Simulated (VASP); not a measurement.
**Sn: single point with PBE**

Sn:

```xyz
1
Lattice="-2.0690 2.0690 1.6933 2.0690 -2.0690 1.6933 2.0690 2.0690 -1.6933" Properties=species:S:1:pos:R:3 pbc="T T T"
Sn    0.0000    0.0000    0.0000
```

| Quantity | Value |
| --- | --- |
| Program | VASP 6.6.1 |
| Task | single point |
| Functional | PBE |
| Potentials or basis | VASP PAW PBE potentials, release 64 (Sn_d) |
| Cutoff | 520 eV |
| k mesh | 10 × 10 × 10 |
| Occupations | fermi-dirac, width 0.05 eV |
| Spin | no spin polarisation |

The pressure is -1.7 GPa and the band gap on the k mesh is zero (band 7 reaches 13.69 eV, above the bottom of band 8 at 5.44 eV).

Stress tensor (GPa, compression positive):
```
-1.89  0.00  0.00
 0.00 -1.89  0.00
 0.00  0.00 -1.38
```

Levels at points of the mesh, in eV from the Fermi level:
```tsv
k point	band 4	band 5	band 6	band 7	band 8	band 9	band 10	band 11
(0.00, 0.00, 0.00)	-21.43	-21.34	-10.60	6.42	6.42	8.72	9.98	11.02
(0.50, 0.00, 0.00)	-21.32	-21.30	-5.72	-3.85	2.95	4.19	6.94	7.25
(0.50, 0.50, 0.00)	-21.38	-21.31	-7.12	-4.34	5.49	7.35	9.97	10.67
(0.50, 0.50, 0.50)	-21.32	-21.29	-3.59	-1.41	-1.41	2.46	3.15	5.98
```

Wall time 50 s on 1 thread of AMD EPYC 7R43 64-Core Processor (Zen 3) (shared host), peak memory 0.14 GiB.

Caveat: spin-orbit coupling is left out, which moves the levels of the heavy elements.
